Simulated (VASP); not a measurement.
Set up this calculation in VASP 6.6.1, as the native input.

```
Task                   : single point
Functional             : LDA
Potentials or basis    : VASP PAW LDA potentials, release 64 (Si)
Cutoff                 : 520 eV
k mesh                 : 12 × 12 × 12
Occupations            : gaussian, width 0.05 eV
Spin                   : no spin polarisation
Dipole correction      : no
Further INCAR settings : ALGO = Normal; EDIFF = 1e-07; NBANDS = 11
```

The structure of Si lies in POSCAR:

```
Si
1.0
    0.0000000000      2.8122658422      2.4312038206
    2.8122658422      0.0000000000      2.4312038206
    2.8122658422      2.8122658422      0.0000000000
Si
2
Direct
    0.5000000000      0.5000000000      0.5000000000
    0.7500000000      0.7500000000      0.7500000000
```

This cell differs from its parent crystal: volume 19.228 Å^3 an atom, c/a of the conventional cell 0.8645.

The input as run:

INCAR

```
SYSTEM = Si
ALGO = Normal
EDIFF = 1E-7
ENCUT = 520
ISIF = 2
ISMEAR = 0
LASPH = .TRUE.
LCHARG = .FALSE.
LREAL = .FALSE.
LWAVE = .FALSE.
NBANDS = 11
NELM = 100
PREC = Accurate
SIGMA = 0.05
```

KPOINTS

```
k-points
0
G
  12 12 12
  0 0 0
```

Potentials or basis: VASP PAW LDA potentials, release 64 (Si).

Launch:

```bash
$ cat potpaw_LDA.64/Si/POTCAR > POTCAR
$ mpirun -np 1 vasp_std > vasp.out
```

It gave:

The pressure is 1.5 GPa and the band gap on the k mesh is zero (band 4 reaches 6.81 eV, above the bottom of band 5 at 5.75 eV).

It took 42 s on 1 thread of Intel(R) Xeon(R) Platinum 8375C CPU @ 2.90GHz (Ice Lake), with other jobs on the host, peak memory 0.17 GiB.
